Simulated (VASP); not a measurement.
# Hf (P6_3/mmc) in VASP: further runs

Hf is run at these levels: LDA; tasks: vibrations by perturbation theory, elastic constants.

Everything below comes from runs of VASP 6.6.1. Logs are shortened: lines on timing, memory, paths and dates and some standing lists are left out, and cuts for length are marked.

### Step 1. The cell of the first run

It takes space group P6_3/mmc (No. 194, hexagonal). The conventional cell has a = 2.820 Å, b = 2.820 Å, c = 4.629 Å, α = 90.00°, β = 90.00°, γ = 120.00°. Within 3.7 Å of Hf (site symmetry -6m2) lie 12 Hf at 2.82 to 2.83 Å.

### Step 2. Vibrations by perturbation theory, LDA

File INCAR:

```
SYSTEM = Hf
PREC = Accurate
ENCUT = 520
EDIFF = 1E-8
ISMEAR = 0
SIGMA = 0.1
LREAL = .False.
LASPH = .True.
NELM = 100
ALGO = Normal
ISIF = 2
LWAVE = .False.
LCHARG = .False.
GGA = CA
IBRION = 8
NSW = 1
```

File KPOINTS:

```
Automatic mesh
0
Gamma
  16 16 10
  0 0 0
```

File POSCAR:

```
Hf
1.0
    2.8196497976      0.0000000000      0.0000000000
   -1.4098248988      2.4418883545      0.0000000000
    0.0000000000      0.0000000000      4.6292342200
Hf
2
Direct
    0.3333333333      0.6666666667      0.2500000000
    0.6666666667      0.3333333333      0.7500000000
```

Potentials or basis: VASP PAW LDA potentials, release 64 (Hf_pv).

Launch:

```console
$ cat potpaw_LDA.64/Hf_pv/POTCAR > POTCAR
$ mpirun -np 1 vasp_std > vasp.out
```

OUTCAR:

```text
SYSTEM = Hf
   PREC = Accurate
   ENCUT = 520
   EDIFF = 1E-8
   ISMEAR = 0
   LREAL = .False.
   LASPH = .True.
   NELM = 100
   ISIF = 2
   GGA = CA
   IBRION = 8
   NSW = 1

 ion  position               nearest neighbor table
   1  0.333  0.667  0.250-   2 2.83   2 2.83   2 2.83   2 2.83   2 2.83   2 2.83
   2  0.667  0.333  0.750-   1 2.83   1 2.83   1 2.83   1 2.83   1 2.83   1 2.83

  LATTYP: Found a hexagonal cell.
 ALAT       =     2.8196497976
 C/A-ratio  =     1.6417763028

  Lattice vectors:

 A1 = (   2.8196497976,   0.0000000000,   0.0000000000)
 A2 = (  -1.4098248988,   2.4418883545,   0.0000000000)
 A3 = (   0.0000000000,   0.0000000000,   4.6292342200)

Analysis of symmetry for initial positions (statically):
=====================================================================
 Subroutine PRICEL returns:
 Original cell was already a primitive cell.

 Routine SETGRP: Setting up the symmetry group for a
 hexagonal supercell.

 Subroutine GETGRP returns: Found 24 space group operations
 (whereof 12 operations were pure point group operations)
 out of a pool of 24 trial point group operations.

The static configuration has the point symmetry D_3d.
 The point group associated with its full space group is D_6h.

Analysis of symmetry for dynamics (positions and initial velocities):
=====================================================================
 Subroutine PRICEL returns:
 Original cell was already a primitive cell.

 Routine SETGRP: Setting up the symmetry group for a
 hexagonal supercell.

 Subroutine GETGRP returns: Found 24 space group operations
 (whereof 12 operations were pure point group operations)
 out of a pool of 24 trial point group operations.

The dynamic configuration has the point symmetry D_3d.
 The point group associated with its full space group is D_6h.

 Subroutine INISYM returns: Found 24 space group operations
 (whereof 12 operations are pure point group operations),
 and found     1 'primitive' translations

----------------------------------------------------------------------------------------

                                     Primitive cell

  volume of cell :      31.8735

  direct lattice vectors                    reciprocal lattice vectors
     2.819649798  0.000000000  0.000000000     0.354653972  0.204759566  0.000000000
    -1.409824899  2.441888355  0.000000000     0.000000000  0.409519132  0.000000000
     0.000000000  0.000000000  4.629234220     0.000000000  0.000000000  0.216018450

  length of vectors
     2.819649798  2.819649798  4.629234220     0.409519132  0.409519132  0.216018450

  position of ions in fractional coordinates (direct lattice)
     0.333333333  0.666666667  0.250000000
     0.666666667  0.333333333  0.750000000

  ion indices of the primitive-cell ions
   primitive index   ion index
                 1           1
                 2           2

----------------------------------------------------------------------------------------

 KPOINTS: Automatic mesh

Automatic generation of k-mesh.
 Grid dimensions read from file:
 generate k-points for:   16   16   10

 Generating k-lattice:

  Cartesian coordinates                     Fractional coordinates (reciprocal lattice)
     0.022165873  0.012797473  0.000000000     0.062500000  0.000000000  0.000000000
     0.000000000  0.025594946  0.000000000     0.000000000  0.062500000  0.000000000
     0.000000000  0.000000000  0.021601845     0.000000000  0.000000000  0.100000000

  Length of vectors
     0.025594946  0.025594946  0.021601845
[... 83 lines left out ...]
   LEPSILON=     F    determine dielectric tensor
   LRPA    =     F    only Hartree local field effects (RPA)
 non-spin polarized calculation
 Gauss-broadening in eV      SIGMA  =   0.10
  energy-cutoff  :      520.00
  volume of cell :       31.87
 maximum number of plane-waves:       869
 NGX is ok and might be reduce to    24
   NGX = 11   NGY = 11   NGZ = 17

--------------------------------------- Ionic step        1  -------------------------------------------

 number of electron      20.0000003 magnetization

 Free energy of the ion-electron system (eV)
  ---------------------------------------------------
  ext. energy  EPLUGINS =         0.00000000
  ---------------------------------------------------
  free energy    TOTEN  =       -20.12383075 eV

  energy without entropy =      -20.11562390  energy(sigma->0) =      -20.11972732

 E-fermi :   7.4827     XC(G=0): -13.1083

 val. band max:        7.4799858395   @ k =   0.2500   0.2500   0.0000
 cond. band min:       7.4946755394   @ k =   0.1875   0.1250   0.3000
 fundamental gap:      0.0146896999
 Fermi energy:         7.4826865484

 k-point     1 :       0.0000    0.0000    0.0000
  band No.  band energies     occupation
      1     -23.7223      2.00000
      2     -21.5975      2.00000
      3     -21.5975      2.00000
      4     -21.3564      2.00000
      5     -21.3060      2.00000
      6     -21.3060      2.00000
      7      -0.7699      2.00000
      8       2.5592      2.00000
      9       8.4665      0.00000
     10       8.6463      0.00000
     11       8.6463      0.00000
     12       9.7671      0.00000
     13       9.7671      0.00000
     14       9.8005      0.00000
[... 377 lines left out ...]
      1     -23.0374      2.00000
      2     -22.8686      2.00000
      3     -22.8662      2.00000
      4     -22.2076      2.00000
      5     -21.8629      2.00000
      6     -21.7687      2.00000
      7       3.9740      2.00000
      8       4.5824      2.00000
      9       5.0779      2.00000
     10       6.0676      2.00000
     11       7.6344      0.03196
     12       8.7100      0.00000
     13       9.2693      0.00000
     14      12.0484      0.00000

 [... further k-points ...]
[... 5 lines left out ...]
  --------------------------------------------------------------------------------------
  -------------------------------------------------------------------------------------
  Total        9.9594991      9.9594991      9.9903275     -0.0000000      0.0000000      0.0000000
  in kB      500.6312429    500.6312429    502.1808855     -0.0000000      0.0000000      0.0000000
  external PRESSURE =     501.1477904 kB  Pullay stress =       0.0000000 kB

 VOLUME and BASIS-vectors are now :
 -----------------------------------------------------------------------------
  energy-cutoff  :      520.00
  volume of cell :       31.87
      direct lattice vectors                 reciprocal lattice vectors
     2.819649798  0.000000000  0.000000000     0.354653972  0.204759566  0.000000000
    -1.409824899  2.441888355  0.000000000     0.000000000  0.409519132  0.000000000
     0.000000000  0.000000000  4.629234220     0.000000000  0.000000000  0.216018450

 POSITION                                       TOTAL-FORCE (eV/Angst)
 -----------------------------------------------------------------------------------
     -0.00000      1.62793      1.15731         0.000000      0.000000      0.000000
      1.40982      0.81396      3.47193        -0.000000     -0.000000      0.000000
 -----------------------------------------------------------------------------------
    total drift:                                0.000000     -0.000000      0.000000

  FREE ENERGIE OF THE ION-ELECTRON SYSTEM (eV)
  ---------------------------------------------------
  free  energy   TOTEN  =       -20.1238307460 eV

  energy  without entropy=      -20.1156239003  energy(sigma->0) =      -20.11972732

[... ionic steps 2 to 3 ...]

--------------------------------------- Ionic step        4  -------------------------------------------

------------------------ aborting loop because EDIFF is reached ----------------------------------------

[... ionic steps 5 to 5 ...]

--------------------------------------- Ionic step        6  -------------------------------------------

 Free energy of the ion-electron system (eV)
  ---------------------------------------------------
  ---------------------------------------------------
  free energy    TOTEN  =        -0.24632869 eV

  energy without entropy =       -0.24632869

------------------------ aborting loop because EDIFF is reached ----------------------------------------

 INTERNAL STRAIN TENSOR  FOR ION    1  DIRECTION 3   (eV/Angst):
 -----------------------------------------------------------------------------
     0.08650  0.00000  0.00000
    -0.00000  0.08650 -0.00000
     0.00000  0.00000 -0.14795

 INTERNAL STRAIN TENSOR FOR ION    2 for displacements in x,y,z  (eV/Angst):
          X           Y           Z          XY          YZ          ZX
  --------------------------------------------------------------------------------
  x     0.00000     0.00000     0.00000     3.53072     0.00000     0.00000
  y     3.53072    -3.53072    -0.00000     0.00000     0.00000     0.00000
  z    -0.00000    -0.00000     0.00000     0.00000     0.00000     0.00000

 SECOND DERIVATIVES (NOT SYMMETRIZED)
 ------------------------------------
               1X          1Y          1Z          2X          2Y          2Z
  1X    -0.260909    0.000000    0.000000    0.260909    0.000000    0.000000
  1Y     0.000000   -0.260909    0.000000    0.000000    0.260909    0.000000
  1Z     0.000000    0.000000  -15.783444    0.000000    0.000000   15.783444
  2X     0.260909    0.000000    0.000000   -0.260909    0.000000    0.000000
  2Y     0.000000    0.260909    0.000000    0.000000   -0.260909    0.000000
  2Z     0.000000    0.000000   15.783444    0.000000    0.000000  -15.783444

 Eigenvectors and eigenvalues of the dynamical matrix
 ----------------------------------------------------

   1 f  =    6.574454 THz    41.308511 2PiTHz  219.300170 cm-1    27.189743 meV
             X         Y         Z           dx          dy          dz
     -0.000000  1.627926  1.157309     0.000000    0.000000   -0.707107
      1.409825  0.813963  3.471926     0.000000    0.000000    0.707107
[... 21 lines left out ...]
   6 f  =    0.000000 THz     0.000000 2PiTHz    0.000000 cm-1     0.000000 meV
             X         Y         Z           dx          dy          dz
     -0.000000  1.627926  1.157309     0.000000    0.000000    0.707107
      1.409825  0.813963  3.471926     0.000000    0.000000    0.707107

--------------------------------------------------------------------------------------------------------

 ELASTIC MODULI CONTR FROM IONIC RELAXATION (kBar)
 Direction    XX          YY          ZZ          XY          YZ          ZX
 --------------------------------------------------------------------------------
 XX       -2401.7014   2401.7014      0.0000     -0.0000      0.0000      0.0000
 YY        2401.7014  -2401.7014     -0.0000      0.0000      0.0000      0.0000
 ZZ           0.0000     -0.0000     -0.0000      0.0000      0.0000      0.0000
 XY          -0.0000      0.0000      0.0000  -2401.7014      0.0000      0.0000
 YZ           0.0000      0.0000      0.0000      0.0000      0.0000      0.0000
 ZX           0.0000      0.0000      0.0000      0.0000      0.0000      0.0000
 --------------------------------------------------------------------------------
```

It took 9.5 min on 1 thread of Intel Xeon Platinum 8488C (Sapphire Rapids), shared host; peak memory 0.71 GiB.

Results:

| Quantity | Value |
| --- | --- |
| Highest phonon frequency at Γ | 219 cm⁻¹ |

Phonon frequencies in cm⁻¹ (negative: imaginary):
```tsv
q point	frequencies
(0.000, 0.000, 0.000)	0 0 0 28 28 219
```

Caveat: the cell stands under pressure or tension, which shifts response properties; spin-orbit coupling is left out, which moves the levels of the heavy elements.

[end of part 1 of 3]
